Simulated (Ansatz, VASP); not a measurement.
Two plane-wave programs on MgBe2S4

```
Mg Be S
1.0
     3.11686    0.00000    0.00000
    -1.55843    2.69928    0.00000
     0.00000    0.00000   10.87342
Mg Be S
1 2 4
Direct
  0.00000 0.00000 0.00000
  0.00000 0.00000 0.75406
  0.00000 0.00000 0.24594
  0.66667 0.33333 0.87154
  0.33333 0.66667 0.63657
  0.66667 0.33333 0.36343
  0.33333 0.66667 0.12846
```

Alike in both runs: task relaxation of cell and atoms; functional PBE; dispersion D3(BJ); k mesh 6 × 6 × 2; occupations gaussian, width 0.1 eV; no spin polarisation.

```csv
,VASP,Ansatz
version,VASP 6.6.1,Ansatz 0.2.0
potentials or method,"VASP PAW PBE potentials, release 64 (Mg, Be, S), cutoff 600 eV","scalar-relativistic, plane waves, PAW"
valence electrons in the cell,30,38
```

VASP gave:

- gap on the k mesh at the Fermi level, each at its own relaxed structure (eV): none
- relaxed volume (Å³/atom): 15.49
- relaxed length of the cell vector where the two differ most in proportion (Å): 11.021

Question: Estimate Ansatz's values.

Answer: gap on the k mesh at the Fermi level, each at its own relaxed structure (eV): none; relaxed volume (Å³/atom): 15.50; relaxed length of the cell vector where the two differ most in proportion (Å): 11.033.

A gap of «none» marks a metal or a gap that the smearing closes. VASP's potentials hold 30 valence electrons a cell and Ansatz's 38, so a difference there can come from the potentials and not from the codes.

The k mesh is coarse, so the values compare programs but aren't converged. Noted on VASP's run: the volume moved by over 15 % at a fixed basis, so the end points are rough.
